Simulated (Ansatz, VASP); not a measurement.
# One calculation of Br, two programs

The input INCAR:

```
SYSTEM = Br
PREC = Accurate
ENCUT = 600
EDIFF = 1E-6
ISMEAR = 0
SIGMA = 0.1
LREAL = .False.
LASPH = .True.
NELM = 100
ALGO = Normal
ISIF = 3
LWAVE = .False.
LCHARG = .False.
GGA = PE
IVDW = 12
IBRION = 2
NSW = 100
EDIFFG = -0.005
```

File KPOINTS:

```
regular mesh
0
Gamma
  20 20 20
  0 0 0
```

POSCAR

```
Br
1.0
   -1.4234917050      1.4234917050      3.5775173700
    1.4234917050     -1.4234917050      3.5775173700
    1.4234917050      1.4234917050     -3.5775173700
Br
1
Direct
    0.0000000000      0.0000000000      0.0000000000
```

Input for Ansatz:

```yaml
crystal:
  lattice:
    - [-1.423491705, 1.423491705, 3.57751737]
    - [1.423491705, -1.423491705, 3.57751737]
    - [1.423491705, 1.423491705, -3.57751737]
  atoms:
    - { symbol: Br, position: [0.0, 0.0, 0.0] }
basis:
  ecutwfc: 420
kpoints:
  mp_grid: { grid: [20, 20, 20] }
hamiltonian:
  xc: pbe
  dispersion: d3bj
scf:
  occupations: { method: gaussian, width: 0.1 }
output:
  forces: true
  stress: true
  eigenvalues: true
relax:
  adjacent_minimum: "off"
  f_tol: 0.005
  max_steps: 80
  cell: { stress_tol: 0.05 }
```

Alike in both runs: task relaxation of cell and atoms; functional PBE; dispersion D3(BJ); k mesh 20 × 20 × 20; occupations gaussian, width 0.1 eV; no spin polarisation.

|  | VASP | Ansatz |
| --- | --- | --- |
| version | VASP 6.6.1 | Ansatz 0.2.0 |
| potentials or method | VASP PAW PBE potentials, release 64 (Br), cutoff 600 eV | scalar-relativistic, plane waves, PAW |
| valence electrons in the cell | 7 | 7 |

|  | VASP | Ansatz | Ansatz less VASP |
| --- | --- | --- | --- |
| gap on the k mesh at the Fermi level, each at its own relaxed structure (eV) | none | none | - |
| relaxed volume (Å³/atom) | 28.76 | 28.73 | -0.031 |
| relaxed cell length with the largest relative difference (Å) | 4.085 | 4.083 | -0.0027 |

A gap of «none» marks a metal or a gap that the smearing closes.
